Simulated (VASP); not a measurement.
SnSe2: single point with PBE

Crystal: SnSe2.

```
CELL_PARAMETERS angstrom
3.87167 0.00000 0.00000
-1.93584 3.35297 0.00000
0.00000 0.00000 7.24995
ATOMIC_POSITIONS crystal
Sn 0.00000 0.00000 0.00000
Se 0.66667 0.33333 0.78002
Se 0.33333 0.66667 0.21998
```

This cell differs from its parent crystal: strain along c alone, the other axes held: +4.0 %, then relaxed in part.

```
Program             : VASP 6.6.1
Task                : single point
Functional          : PBE
Potentials or basis : VASP PAW PBE potentials, release 64 (Sn_d, Se)
Cutoff              : 520 eV
k mesh              : 12 × 12 × 4
Occupations         : gaussian, width 0.02 eV
Spin                : no spin polarisation
```

The pressure is 0.0 GPa and the largest force is 0.012 eV/Å. The band gap on the k mesh is 0.72 eV (least direct gap 1.07 eV).

Forces on the atoms (eV/Å):
```
Sn   0.000  0.000  0.000
Se   0.000  0.000 -0.012
Se   0.000  0.000  0.012
```

Levels at points of the mesh, in eV from the valence-band top:
| k point | band 10 | band 11 | band 12 | band 13 | band 14 | band 15 | band 16 | band 17 |
| --- | --- | --- | --- | --- | --- | --- | --- | --- |
| (0.00, 0.00, 0.00) | -0.46 | -0.46 | -0.10 | -0.10 | 1.16 | 3.08 | 4.58 | 4.58 |
| (0.50, 0.00, 0.00) | -2.32 | -2.16 | -0.73 | -0.29 | 0.89 | 3.93 | 5.61 | 5.71 |
| (0.00, 0.00, 0.50) | -0.48 | -0.48 | -0.08 | -0.08 | 1.89 | 3.01 | 4.53 | 4.53 |
| (0.50, 0.00, 0.50) | -2.14 | -2.08 | -0.63 | -0.35 | 0.72 | 4.19 | 4.98 | 5.72 |

It took 3.6 min on 1 thread of Intel Xeon 8259CL, on a shared host, peak memory 0.26 GiB.

Caveat: the cell differs from its parent crystal (strain along c alone, the other axes held: +4.0 %, then relaxed in part); semilocal functionals underestimate gaps, and a narrow one can read as zero; spin-orbit coupling is left out, which moves the levels of the heavy elements; this functional lacks dispersion, which binds layers or chains, so the pressure and a relaxed spacing across them are unreliable. A k mesh can miss the band edges.
